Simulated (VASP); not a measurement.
# Li7Bi (Fm-3m) in VASP: further runs, part 2 of 2

VASP 6.6.1.

## Step 4: Single point, PBE

This run uses another cell than the first one, of 19.91 Å³/atom.

Input file INCAR:

```
SYSTEM = Li7Bi
PREC     = Accurate       ! precision mode
ENCUT    = 520            ! plane-wave cutoff, eV
EDIFF    = 1E-6           ! SCF threshold, eV
ISMEAR   = 0              ! smearing method
SIGMA    = 0.2            ! smearing width, eV
LREAL    = .FALSE.        ! projectors in reciprocal space
LASPH    = .TRUE.         ! aspherical terms in the spheres
NELM     = 100            ! most SCF steps
ALGO     = Fast           ! electronic algorithm
ISIF     = 2              ! what is computed and relaxed
LWAVE    = .FALSE.        ! write WAVECAR
LCHARG   = .FALSE.        ! write CHGCAR
GGA      = PE             ! functional
NBANDS   = 28             ! bands
```

Input file KPOINTS:

```
regular mesh
0
G
  4 4 4
  0 0 0
```

Input file POSCAR:

```
Li7Bi
1.0
    0.0000000000      4.3027546297      4.3027546297
    4.3027546297      0.0000000000      4.3027546297
    4.3027546297      4.3027546297      0.0000000000
Li Bi
7 1
Direct
    0.5000000000      1.0000000000      0.0000000000
    1.0000000000      0.5000000000      0.5000000000
    1.0000000000      0.5000000000      0.0000000000
    0.5000000000      0.0000000000      0.5000000000
    1.0000000000      0.0000000000      0.5000000000
    0.5000000000      0.5000000000      0.0000000000
    0.5000000000      0.5000000000      0.5000000000
    1.0000000000      0.0000000000      0.0000000000
```

Potentials or basis: VASP PAW PBE potentials, release 64 (Li_sv, Bi_d).

The run is started by

```bash
$ cat potpaw_PBE.64/Li_sv/POTCAR potpaw_PBE.64/Bi_d/POTCAR > POTCAR
$ mpirun -np 1 vasp_std > vasp.out
```

OUTCAR:

```text
SYSTEM = Li7Bi
   PREC = Accurate
   ENCUT = 520
   EDIFF = 1E-6
   ISMEAR = 0
   LREAL = .FALSE.
   LASPH = .TRUE.
   NELM = 100
   ISIF = 2
   GGA = PE

 ion  position               nearest neighbor table
   1  0.500  0.000  0.000-   8 3.04   8 3.04
   2  0.000  0.500  0.500-   8 3.04   8 3.04
   3  0.000  0.500  0.000-   8 3.04   8 3.04
   4  0.500  0.000  0.500-   8 3.04   8 3.04
   5  0.000  0.000  0.500-   8 3.04   8 3.04
   6  0.500  0.500  0.000-   8 3.04   8 3.04
   7  0.500  0.500  0.500-
   8  0.000  0.000  0.000-   1 3.04   3 3.04   5 3.04   2 3.04   4 3.04   5 3.04   2 3.04   3 3.04
                             6 3.04   1 3.04   4 3.04   6 3.04

  LATTYP: Found a face centered cubic cell.
 ALAT       =     8.6055092594

  Lattice vectors:

 A1 = (   0.0000000000,   4.3027546297,   4.3027546297)
 A2 = (   4.3027546297,   0.0000000000,   4.3027546297)
 A3 = (   4.3027546297,   4.3027546297,   0.0000000000)

Analysis of symmetry for initial positions (statically):
=====================================================================
 Subroutine PRICEL returns:
 Original cell was already a primitive cell.

 Routine SETGRP: Setting up the symmetry group for a
 face centered cubic supercell.

 Subroutine GETGRP returns: Found 48 space group operations
 (whereof 48 operations were pure point group operations)
 out of a pool of 48 trial point group operations.

The static configuration has the point symmetry O_h .

Analysis of symmetry for dynamics (positions and initial velocities):
=====================================================================
 Subroutine PRICEL returns:
 Original cell was already a primitive cell.

 Routine SETGRP: Setting up the symmetry group for a
 face centered cubic supercell.

 Subroutine GETGRP returns: Found 48 space group operations
 (whereof 48 operations were pure point group operations)
 out of a pool of 48 trial point group operations.

The dynamic configuration has the point symmetry O_h .

 Subroutine INISYM returns: Found 48 space group operations
 (whereof 48 operations are pure point group operations),
 and found     1 'primitive' translations

----------------------------------------------------------------------------------------

                                     Primitive cell

  volume of cell :     159.3198

  direct lattice vectors                    reciprocal lattice vectors
     0.000000000  4.302754630  4.302754630    -0.116204628  0.116204628  0.116204628
     4.302754630  0.000000000  4.302754630     0.116204628 -0.116204628  0.116204628
     4.302754630  4.302754630  0.000000000     0.116204628  0.116204628 -0.116204628

  length of vectors
     6.085013953  6.085013953  6.085013953     0.201272319  0.201272319  0.201272319

  position of ions in fractional coordinates (direct lattice)
     0.500000000  0.000000000  0.000000000
     0.000000000  0.500000000  0.500000000
     0.000000000  0.500000000  0.000000000
     0.500000000  0.000000000  0.500000000
[... 42 lines left out ...]
 Following reciprocal coordinates:
            Coordinates               Weight
  0.000000  0.000000  0.000000      1.000000
  0.250000  0.000000  0.000000      8.000000
  0.500000  0.000000  0.000000      4.000000
  0.250000  0.250000  0.000000      6.000000
  0.500000  0.250000  0.000000     24.000000
 -0.250000  0.250000  0.000000     12.000000
  0.500000  0.500000  0.000000      3.000000
 -0.250000  0.500000  0.250000      6.000000
   k-points           NKPTS =      8   k-points in BZ     NKDIM =      8   number of bands    NBANDS=     28
   number of dos      NEDOS =    301   number of ions     NIONS =      8
   total plane-waves  NPLWV = 110592
   dimension x,y,z NGX =    48 NGY =   48 NGZ =   48
   dimension x,y,z NGXF=    96 NGYF=   96 NGZF=   96
   ions per type =               7   1
   NGX,Y,Z   is equivalent  to a cutoff of  13.11, 13.11, 13.11 a.u.
   NGXF,Y,Z  is equivalent  to a cutoff of  26.23, 26.23, 26.23 a.u.
 SYSTEM =  Li7Bi
   PREC   = accura    normal or accurate (medium, high low for compatibility)
   ISTART =      0    job   : 0-new  1-cont  2-samecut
   ICHARG =      2    charge: 1-file 2-atom 10-const
   ISPIN  =      1    spin polarized calculation?
   LNONCOLLINEAR =      F non collinear calculations
   LSORBIT =      F    spin-orbit coupling
   LASPH  =      T    aspherical Exc in radial PAW
   ENCUT  =  520.0 eV  38.22 Ry    6.18 a.u.  11.31 11.31 11.31*2*pi/ulx,y,z
   NELM   =    100;   NELMIN=  2; NELMDL= -5     # of ELM steps
   EDIFF  = 0.1E-05   stopping-criterion for ELM
   LREAL  =      F    real-space projection
   EDIFFG = 0.1E-04   stopping-criterion for IOM
   NSW    =      0    number of steps for IOM
   IBRION =     -1    ionic relax: 0-MD 1-quasi-New 2-CG
   NFREE  =      0    steps in history (QN), initial steepest desc. (CG)
   ISIF   =      2    stress and relaxation
   ISYM   =      2    0-nonsym 1-usesym 2-fastsym
   POTIM  = 0.5000    time-step for ionic-motion
   TEBEG  =    0.0;   TEEND  =   0.0 temperature during run
   PSTRESS=    0.0 pullay stress
   NELECT =      36.0000    total number of electrons
   NUPDOWN=      -1.0000    fix difference up-down
   EMIN   =  10.00;   EMAX   =-10.00  energy-range for DOS
   EFERMI =   0.00;   METHOD = LEGACY
   ISMEAR =     0;   SIGMA  =   0.20  broadening in eV -4-tet -1-fermi 0-gaus
   EFERMI_NEDOS =   21; number of points for ismear=-14 and -15
   IALGO  =     68    algorithm
   IMIX   =      4    mixing-type and parameters
     AMIX     =   0.40;   BMIX     =  1.00
     AMIX_MAG =   1.60;   BMIX_MAG =  1.00
  volume/ion in A,a.u.               =      19.91       134.39
  Fermi-wavevector in a.u.,A,eV,Ry     =   0.997131  1.884305 13.527880  0.994271
  Thomas-Fermi vector in A             =   2.129267
   LORBIT       =      0    0 simple, 1 ext, 2 COOP (PROOUT), +10 PAW based schemes
   GGA     = PE    functional components
   LHFCALC =     F    Hartree Fock is set to
   AEXX    =    0.0000 exact exchange contribution
   IVDW    =     0    specifies the selected vdW correction
   LEPSILON=     F    determine dielectric tensor
   LRPA    =     F    only Hartree local field effects (RPA)
 non-spin polarized calculation
 RMM-DIIS sequential band-by-band and
 Gauss-broadening in eV      SIGMA  =   0.20
  energy-cutoff  :      520.00
  volume of cell :      159.32
 maximum number of plane-waves:      4314
 NGX is ok and might be reduce to    48
   NGX = 23   NGY = 23   NGZ = 23

 number of electron      35.9999959 magnetization

 Free energy of the ion-electron system (eV)
  ---------------------------------------------------
  ext. energy  EPLUGINS =         0.00000000
  ---------------------------------------------------
  free energy    TOTEN  =       -18.61325915 eV

  energy without entropy =      -18.52078985  energy(sigma->0) =      -18.56702450

 E-fermi :   2.4505     XC(G=0):  -7.8408

 val. band max:        2.4262076321   @ k =  -0.2500   0.2500   0.0000
 cond. band min:       2.5562913020   @ k =   0.5000   0.0000   0.0000
 fundamental gap:      0.1300836699
 Fermi energy:         2.4505076580

 k-point     1 :       0.0000    0.0000    0.0000
  band No.  band energies     occupation
      1     -44.5471      2.00000
      2     -44.2175      2.00000
      3     -44.2047      2.00000
      4     -44.2047      2.00000
      5     -44.2047      2.00000
      6     -44.1983      2.00000
[... 237 lines left out ...]
     27       8.2096      0.00000
     28       8.2459      0.00000

------------------------ aborting loop because EDIFF is reached ----------------------------------------

  FORCE on cell =-STRESS in cart. coord.  units (eV):
  Direction    XX          YY          ZZ          XY          YZ          ZX
  --------------------------------------------------------------------------------------
  -------------------------------------------------------------------------------------
  Total        0.1201142      0.1201142      0.1201142      0.0000000     -0.0000000     -0.0000000
  in kB        1.2079114      1.2079114      1.2079114      0.0000000     -0.0000000     -0.0000000
  external PRESSURE =       1.2079114 kB  Pullay stress =       0.0000000 kB

 VOLUME and BASIS-vectors are now :
 -----------------------------------------------------------------------------
  energy-cutoff  :      520.00
  volume of cell :      159.32
      direct lattice vectors                 reciprocal lattice vectors
     0.000000000  4.302754630  4.302754630    -0.116204628  0.116204628  0.116204628
     4.302754630  0.000000000  4.302754630     0.116204628 -0.116204628  0.116204628
     4.302754630  4.302754630  0.000000000     0.116204628  0.116204628 -0.116204628

 POSITION                                       TOTAL-FORCE (eV/Angst)
 -----------------------------------------------------------------------------------
      0.00000      2.15138      2.15138         0.000000      0.000000     -0.000000
      4.30275      2.15138      2.15138        -0.000000     -0.000000     -0.000000
      2.15138      0.00000      2.15138         0.000000      0.000000     -0.000000
      2.15138      4.30275      2.15138         0.000000      0.000000      0.000000
      2.15138      2.15138      0.00000         0.000000      0.000000      0.000000
      2.15138      2.15138      4.30275         0.000000     -0.000000      0.000000
      4.30275      4.30275      4.30275         0.000000      0.000000     -0.000000
      0.00000      0.00000      0.00000         0.000000      0.000000     -0.000000
 -----------------------------------------------------------------------------------
    total drift:                                0.000000      0.000000     -0.000000

  FREE ENERGIE OF THE ION-ELECTRON SYSTEM (eV)
  ---------------------------------------------------
  free  energy   TOTEN  =       -18.6132591503 eV

  energy  without entropy=      -18.5207898486  energy(sigma->0) =      -18.56702450
```

Wall time 4.1 min (1 thread of Intel Xeon 8259CL, shared host); peak memory 0.33 GiB.

Results:

```
Free energy            : -18.6133 eV
Band gap on the k mesh : zero (bands 18 and 19 overlap by 0.39 eV)
```

Caveat: the cutoff is under 1.25 times the usual one of these potentials, so pressure, stress and relaxed cells hold a basis-set (Pulay) error; spin-orbit coupling is left out, which moves the levels of the heavy elements.

## Step 5: The runs side by side

| cell | smearing | gap on the mesh (eV) |
| --- | --- | --- |
| a = 5.266 Å, angles 60.0°, 8 atoms | gaussian 0.1 eV | none |
| a = 6.096 Å, angles 60.0°, 8 atoms | gaussian 0.1 eV | none |
| a = 6.085 Å, angles 60.0°, 8 atoms | gaussian 0.2 eV | none |

Alike in all rows: task single point; level PBE; potentials or basis VASP PAW PBE potentials, release 64 (Li_sv, Bi_d); no spin polarisation; k mesh 4 × 4 × 4; cutoff (eV) 520.

Caveats: some runs use coarse meshes; the cutoff is under 1.25 times the usual one of these potentials, so pressure, stress and relaxed cells hold a basis-set (Pulay) error; spin-orbit coupling is left out, which moves the levels of the heavy elements.

Absolute energies hang on the potentials; compare differences alone.

The gap in the log of VASP goes by the Fermi energy; the results here count the filled bands.